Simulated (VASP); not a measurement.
# LiTi (Pm-3m) in VASP: notebook, part 2 of 2

VASP 6.6.1.

## 4. Single point, PBE

The input, INCAR:

```
SYSTEM = LiTi
ALGO = Normal ; EDIFF = 1E-7
ENCUT = 520 ; GGA = PE
ISIF = 2 ; ISMEAR = 0
LASPH = .TRUE. ; LCHARG = .TRUE.
LELF = .TRUE. ; LREAL = .FALSE.
LVHAR = .TRUE. ; LWAVE = .FALSE.
NBANDS = 14 ; NELM = 100
PREC = Accurate ; SIGMA = 0.1
```

The input, KPOINTS:

```
k-points
0
G
  18 18 18
  0 0 0
```

The input, POSCAR:

```
LiTi
1.0
    3.1746771702      0.0000000000      0.0000000000
    0.0000000000      3.1746771702      0.0000000000
    0.0000000000      0.0000000000      3.1746771702
Li Ti
1 1
Direct
    0.0000000000      0.0000000000      0.0000000000
    0.5000000000      0.5000000000      0.5000000000
```

Potentials or basis: VASP PAW PBE potentials, release 64 (Li_sv, Ti_sv).

Started as:

```
cat potpaw_PBE.64/Li_sv/POTCAR potpaw_PBE.64/Ti_sv/POTCAR > POTCAR
mpirun -np 1 vasp_std > vasp.out
```

OUTCAR:

```text
SYSTEM = LiTi
   EDIFF = 1E-7
   ENCUT = 520
   GGA = PE
   ISIF = 2
   ISMEAR = 0
   LASPH = .TRUE.
   LREAL = .FALSE.
   NELM = 100
   PREC = Accurate

 ion  position               nearest neighbor table
   1  0.000  0.000  0.000-   2 2.75   2 2.75   2 2.75   2 2.75   2 2.75   2 2.75   2 2.75   2 2.75

   2  0.500  0.500  0.500-   1 2.75   1 2.75   1 2.75   1 2.75   1 2.75   1 2.75   1 2.75   1 2.75

  LATTYP: Found a simple cubic cell.
 ALAT       =     3.1746771702

  Lattice vectors:

 A1 = (   3.1746771702,   0.0000000000,   0.0000000000)
 A2 = (   0.0000000000,   3.1746771702,   0.0000000000)
 A3 = (   0.0000000000,   0.0000000000,   3.1746771702)

Analysis of symmetry for initial positions (statically):
=====================================================================
 Subroutine PRICEL returns:
 Original cell was already a primitive cell.

 Routine SETGRP: Setting up the symmetry group for a
 simple cubic supercell.

 Subroutine GETGRP returns: Found 48 space group operations
 (whereof 48 operations were pure point group operations)
 out of a pool of 48 trial point group operations.

The static configuration has the point symmetry O_h .

Analysis of symmetry for dynamics (positions and initial velocities):
=====================================================================
 Subroutine PRICEL returns:
 Original cell was already a primitive cell.

 Routine SETGRP: Setting up the symmetry group for a
 simple cubic supercell.

 Subroutine GETGRP returns: Found 48 space group operations
 (whereof 48 operations were pure point group operations)
 out of a pool of 48 trial point group operations.

The dynamic configuration has the point symmetry O_h .

 Subroutine INISYM returns: Found 48 space group operations
 (whereof 48 operations are pure point group operations),
 and found     1 'primitive' translations

----------------------------------------------------------------------------------------

                                     Primitive cell

  volume of cell :      31.9962

  direct lattice vectors                    reciprocal lattice vectors
     3.174677170  0.000000000  0.000000000     0.314992658  0.000000000  0.000000000
     0.000000000  3.174677170  0.000000000     0.000000000  0.314992658  0.000000000
     0.000000000  0.000000000  3.174677170     0.000000000  0.000000000  0.314992658

  length of vectors
     3.174677170  3.174677170  3.174677170     0.314992658  0.314992658  0.314992658

  position of ions in fractional coordinates (direct lattice)
     0.000000000  0.000000000  0.000000000
     0.500000000  0.500000000  0.500000000

  ion indices of the primitive-cell ions
   primitive index   ion index
                 1           1
                 2           2

----------------------------------------------------------------------------------------

 KPOINTS: k-points

Automatic generation of k-mesh.
 Grid dimensions read from file:
 generate k-points for:   18   18   18

 Generating k-lattice:

  Cartesian coordinates                     Fractional coordinates (reciprocal lattice)
     0.017499592  0.000000000  0.000000000     0.055555556  0.000000000  0.000000000
     0.000000000  0.017499592  0.000000000     0.000000000  0.055555556  0.000000000
[... 41 lines left out ...]
   number of dos      NEDOS =    301   number of ions     NIONS =      2
   total plane-waves  NPLWV =  13824
   dimension x,y,z NGX =    24 NGY =   24 NGZ =   24
   dimension x,y,z NGXF=    48 NGYF=   48 NGZF=   48
   ions per type =               1   1
   NGX,Y,Z   is equivalent  to a cutoff of  12.57, 12.57, 12.57 a.u.
   NGXF,Y,Z  is equivalent  to a cutoff of  25.14, 25.14, 25.14 a.u.
 SYSTEM =  LiTi
   PREC   = accura    normal or accurate (medium, high low for compatibility)
   ISTART =      0    job   : 0-new  1-cont  2-samecut
   ICHARG =      2    charge: 1-file 2-atom 10-const
   ISPIN  =      1    spin polarized calculation?
   LNONCOLLINEAR =      F non collinear calculations
   LSORBIT =      F    spin-orbit coupling
   LASPH  =      T    aspherical Exc in radial PAW
   ENCUT  =  520.0 eV  38.22 Ry    6.18 a.u.   5.90  5.90  5.90*2*pi/ulx,y,z
   NELM   =    100;   NELMIN=  2; NELMDL= -5     # of ELM steps
   EDIFF  = 0.1E-06   stopping-criterion for ELM
   LREAL  =      F    real-space projection
   EDIFFG = 0.1E-05   stopping-criterion for IOM
   NSW    =      0    number of steps for IOM
   IBRION =     -1    ionic relax: 0-MD 1-quasi-New 2-CG
   NFREE  =      0    steps in history (QN), initial steepest desc. (CG)
   ISIF   =      2    stress and relaxation
   ISYM   =      2    0-nonsym 1-usesym 2-fastsym
   POTIM  = 0.5000    time-step for ionic-motion
   TEBEG  =    0.0;   TEEND  =   0.0 temperature during run
   PSTRESS=    0.0 pullay stress
   NELECT =      15.0000    total number of electrons
   NUPDOWN=      -1.0000    fix difference up-down
   EMIN   =  10.00;   EMAX   =-10.00  energy-range for DOS
   EFERMI =   0.00;   METHOD = LEGACY
   ISMEAR =     0;   SIGMA  =   0.10  broadening in eV -4-tet -1-fermi 0-gaus
   EFERMI_NEDOS =   21; number of points for ismear=-14 and -15
   IALGO  =     38    algorithm
   IMIX   =      4    mixing-type and parameters
     AMIX     =   0.40;   BMIX     =  1.00
     AMIX_MAG =   1.60;   BMIX_MAG =  1.00
  volume/ion in A,a.u.               =      16.00       107.96
  Fermi-wavevector in a.u.,A,eV,Ry     =   1.271762  2.403281 22.005755  1.617377
  Thomas-Fermi vector in A             =   2.404677
   LORBIT       =      0    0 simple, 1 ext, 2 COOP (PROOUT), +10 PAW based schemes
   GGA     = PE    functional components
   LHFCALC =     F    Hartree Fock is set to
   AEXX    =    0.0000 exact exchange contribution
   IVDW    =     0    specifies the selected vdW correction
   LEPSILON=     F    determine dielectric tensor
   LRPA    =     F    only Hartree local field effects (RPA)
 non-spin polarized calculation
 Gauss-broadening in eV      SIGMA  =   0.10
  energy-cutoff  :      520.00
  volume of cell :       32.00
 maximum number of plane-waves:       912
 NGX is ok and might be reduce to    24
   NGX = 11   NGY = 11   NGZ = 11

 number of electron      14.9999985 magnetization

 Free energy of the ion-electron system (eV)
  ---------------------------------------------------
  ext. energy  EPLUGINS =         0.00000000
  ---------------------------------------------------
  free energy    TOTEN  =        -8.73863303 eV

  energy without entropy =       -8.72331525  energy(sigma->0) =       -8.73097414

 E-fermi :   4.8925     XC(G=0):  -9.9650

 val. band max:        4.8882128882   @ k =   0.2778   0.2222   0.1667
 cond. band min:       4.8929243253   @ k =   0.3889   0.1111   0.0556
 fundamental gap:      0.0047114371
 Fermi energy:         4.8925075015

 k-point     1 :       0.0000    0.0000    0.0000
  band No.  band energies     occupation
      1     -52.0121      2.00000
      2     -39.6703      2.00000
      3     -28.1700      2.00000
      4     -28.1700      2.00000
      5     -28.1700      2.00000
      6       0.0315      2.00000
      7       4.3867      2.00000
      8       4.3867      2.00000
      9       7.1171      0.00000
     10       7.1171      0.00000
     11       7.1172      0.00000
     12      12.3883      0.00000
     13      12.3883      0.00000
     14      12.3883      0.00000
[... 377 lines left out ...]
      1     -52.0000      2.00000
      2     -39.6670      2.00000
      3     -28.2804      2.00000
      4     -28.1776      2.00000
      5     -28.1586      2.00000
      6       1.5204      2.00000
      7       4.4705      2.00000
      8       4.7972      1.82230
      9       6.0747      0.00000
     10       6.2423      0.00000
     11       7.0681      0.00000
     12       9.0741      0.00000
     13      13.8651      0.00000
     14      15.1503      0.00000

 [... further k-points ...]

------------------------ aborting loop because EDIFF is reached ----------------------------------------

  FORCE on cell =-STRESS in cart. coord.  units (eV):
  Direction    XX          YY          ZZ          XY          YZ          ZX
  --------------------------------------------------------------------------------------
  -------------------------------------------------------------------------------------
  Total       -0.0241405     -0.0241405     -0.0241405     -0.0000000     -0.0000000     -0.0000000
  in kB       -1.2088083     -1.2088083     -1.2088083     -0.0000000     -0.0000000     -0.0000000
  external PRESSURE =      -1.2088083 kB  Pullay stress =       0.0000000 kB

 VOLUME and BASIS-vectors are now :
 -----------------------------------------------------------------------------
  energy-cutoff  :      520.00
  volume of cell :       32.00
      direct lattice vectors                 reciprocal lattice vectors
     3.174677170  0.000000000  0.000000000     0.314992658  0.000000000  0.000000000
     0.000000000  3.174677170  0.000000000     0.000000000  0.314992658  0.000000000
     0.000000000  0.000000000  3.174677170     0.000000000  0.000000000  0.314992658

 POSITION                                       TOTAL-FORCE (eV/Angst)
 -----------------------------------------------------------------------------------
      0.00000      0.00000      0.00000         0.000000      0.000000      0.000000
      1.58734      1.58734      1.58734         0.000000      0.000000      0.000000
 -----------------------------------------------------------------------------------
    total drift:                                0.000000      0.000000     -0.000000

  FREE ENERGIE OF THE ION-ELECTRON SYSTEM (eV)
  ---------------------------------------------------
  free  energy   TOTEN  =        -8.7386330257 eV

  energy  without entropy=       -8.7233152507  energy(sigma->0) =       -8.73097414
```

Run time: 36 s. Hardware: 1 thread of Intel Xeon Platinum 8488C (Sapphire Rapids), shared host; peak memory 0.21 GiB.

Results:

- Free energy: -8.7386 eV
- Band gap on the k mesh: zero (an odd number of electrons rules out a gap without spin polarisation)

Caveat: the cutoff is under 1.25 times the usual one of these potentials, so pressure, stress and relaxed cells hold a basis-set (Pulay) error.

## 5. Relaxation of cell and atoms, PBE

The input, INCAR:

```
PREC = Accurate
ENCUT = 600
EDIFF = 1E-7
ISMEAR = 0
SIGMA = 0.1
LREAL = F
LASPH = T
NELM = 60
ALGO = Normal
ISIF = 3
LWAVE = F
LCHARG = F
GGA = PE
IBRION = 2
NSW = 100
EDIFFG = -0.01
```

The input, KPOINTS:

```
regular mesh
0
Gamma
  18 18 18
```

The input, POSCAR:

```
LiTi
1.0
    3.1729726905      0.0000000000      0.0000000000
    0.0000000000      3.1729726905      0.0000000000
    0.0000000000      0.0000000000      3.1729726905
Li Ti
1 1
Direct
    0.0000000000      0.0000000000      0.0000000000
    0.5000000000      0.5000000000      0.5000000000
```

Started as:

```
cat potpaw_PBE.64/Li_sv/POTCAR potpaw_PBE.64/Ti_sv/POTCAR > POTCAR
mpirun -np 1 vasp_std > vasp.out
```

It took 63 s on 1 thread of Intel Xeon Platinum 8488C (Sapphire Rapids), shared host; peak memory 0.24 GiB.

It converged, with:

```yaml
Free_energy: -8.7391 eV
Pressure_after_relaxing: -0.1 GPa
Band_gap_on_the_k_mesh: zero (an odd number of electrons rules out a gap without spin polarisation)
```

Final structure:
```
Li Ti
1.0
     3.17297    0.00000    0.00000
     0.00000    3.17297    0.00000
     0.00000    0.00000    3.17297
Li Ti
1 1
Direct
  0.00000 0.00000 0.00000
  0.50000 0.50000 0.50000
```

Levels at points of the mesh, in eV from the Fermi level:
```csv
k point,band 5,band 6,band 7,band 8,band 9,band 10,band 11
"(0.00, 0.00, 0.00)",-33.06,-4.86,-0.51,-0.51,2.23,2.23,2.23
"(0.50, 0.00, 0.00)",-33.05,-2.89,-0.68,-0.04,1.08,1.08,2.33
"(0.50, 0.50, 0.00)",-33.03,-1.15,-0.28,0.79,0.79,1.45,1.45
"(0.50, 0.50, 0.50)",-33.18,-1.14,-1.14,-1.14,2.93,2.93,5.50
```

Caveat: the cutoff is under 1.25 times the usual one of these potentials, so pressure, stress and relaxed cells hold a basis-set (Pulay) error; the relaxation stopped at its first step, so nothing moved.

## 6. The runs side by side

```csv
task,cell,k mesh,cutoff (eV),gap on the mesh (eV),pressure (GPa)
single point,"a = 3.173 Å, 2 atoms",6 × 6 × 6,520,none,-
relaxation of cell and atoms,"relaxed from a = 3.013 Å, 2 atoms",6 × 6 × 6,600,none,-0.2
single point,"a = 3.175 Å, 2 atoms",18 × 18 × 18,520,none,-
relaxation of cell and atoms,"relaxed from a = 3.173 Å, 2 atoms",18 × 18 × 18,600,none,-0.1
```

Alike in all rows: level PBE; potentials or basis VASP PAW PBE potentials, release 64 (Li_sv, Ti_sv); no spin polarisation; smearing gaussian 0.1 eV.

Caveats: the cutoff is under 1.25 times the usual one of these potentials, so pressure, stress and relaxed cells hold a basis-set (Pulay) error; the relaxation stopped at its first step, so nothing moved (at least some runs).

Total energies depend on the potentials used, so only differences within one code and one set of settings carry meaning.
